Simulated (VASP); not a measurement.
Write the native input for VASP 6.6.1 that does the following.

| Quantity | Value |
| --- | --- |
| Task | single point |
| Functional | PBE |
| Potentials or basis | VASP PAW PBE potentials, release 64 (Na_pv, I) |
| Cutoff | 520 eV |
| k mesh | 6 × 6 × 6 |
| Occupations | gaussian, width 0.01 eV |
| Spin | no spin polarisation |
| Dipole correction | no |
| Further INCAR settings | ALGO = Normal; EDIFF = 1e-06; NBANDS = 14 |

The structure of NaI lies in POSCAR:

```
NaI
1.0
    4.1421005921      0.0000000000      0.0000000000
    0.0000000000      4.1421005921      0.0000000000
    0.0000000000      0.0000000000      4.1421005921
Na I
1 1
Direct
    0.0000000000      0.0000000000      0.0000000000
    0.5000000000      0.5000000000      0.5000000000
```

This cell differs from its parent crystal: volume changed by +6%.

The input as run:

INCAR

```
SYSTEM = NaI
  PREC = Accurate
  ENCUT = 520
  EDIFF = 1E-6
  ISMEAR = 0
  SIGMA = 0.01
  LREAL = .False.
  LASPH = .True.
  NELM = 80
  ALGO = Normal
  ISIF = 2
  LWAVE = .False.
  LCHARG = .False.
  GGA = PE
  NBANDS = 14
```

KPOINTS

```
Automatic mesh
0
Gamma
  6 6 6
  0 0 0
```

Potentials or basis: VASP PAW PBE potentials, release 64 (Na_pv, I).

The run is started by

```sh
$ cat potpaw_PBE.64/Na_pv/POTCAR potpaw_PBE.64/I/POTCAR > POTCAR
$ mpirun -np 1 vasp_std > vasp.out
```

It gave:

* Pressure: -0.8 GPa
* Band gap on the k mesh: 2.20 eV, indirect (least direct gap 2.76 eV)

Caveat: spin-orbit coupling is left out, which moves the levels of the heavy elements.

It took 10 s on 1 thread of Intel(R) Xeon(R) Platinum 8259CL CPU @ 2.50GHz (Skylake/Cascade Lake), on a shared host, peak memory 0.18 GiB.
